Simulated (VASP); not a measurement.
Runs of VASP 6.6.1 on MgS. The structure is that of space group Fm-3m (No. 225), or close to it. The cells are those of the table. 

| task | level | cell | k mesh | grid for exact exchange (PRECFOCK) | share of exact exchange | screening parameter | gap on the mesh (eV) | pressure (GPa) |
| --- | --- | --- | --- | --- | --- | --- | --- | --- |
| single point | HSE06 | a = 3.680 Å, angles 60.0°, 2 atoms | 8 × 8 × 8 | Normal | 0.25 | 0.2079 1/Å | 3.75 | -0.8 |
| relaxation of the atoms | r2SCAN | atoms relaxed from a = 3.753 Å, angles 60.0°, 2 atoms | 10 × 10 × 10 | - | - | - | 3.30 | -4.6 |
| relaxation of the atoms | r2SCAN | atoms relaxed from a = 3.729 Å, angles 60.0°, 2 atoms | 10 × 10 × 10 | - | - | - | (a) | -3.4 |
| relaxation of the atoms | r2SCAN | atoms relaxed from a = 3.680 Å, angles 60.0°, 2 atoms | 10 × 10 × 10 | - | - | - | (b) | -0.6 |
| relaxation of the atoms | r2SCAN | atoms relaxed from a = 3.705 Å, angles 60.0°, 2 atoms | 10 × 10 × 10 | - | - | - | 3.39 | -2.1 |

Alike in all rows: potentials or basis VASP PAW PBE potentials, release 64 (Mg, S); no spin polarisation; cutoff (eV) 520; smearing fermi-dirac 0.02 eV.

Question: Fill in the values left out.

Answer: (a) 3.35; (b) 3.43.

Caveats: the PAW data sets were made with another functional, which shifts forces and pressure a little; the relaxation stopped at its first step, so nothing moved (at least some runs).

A k mesh can miss the band edges.
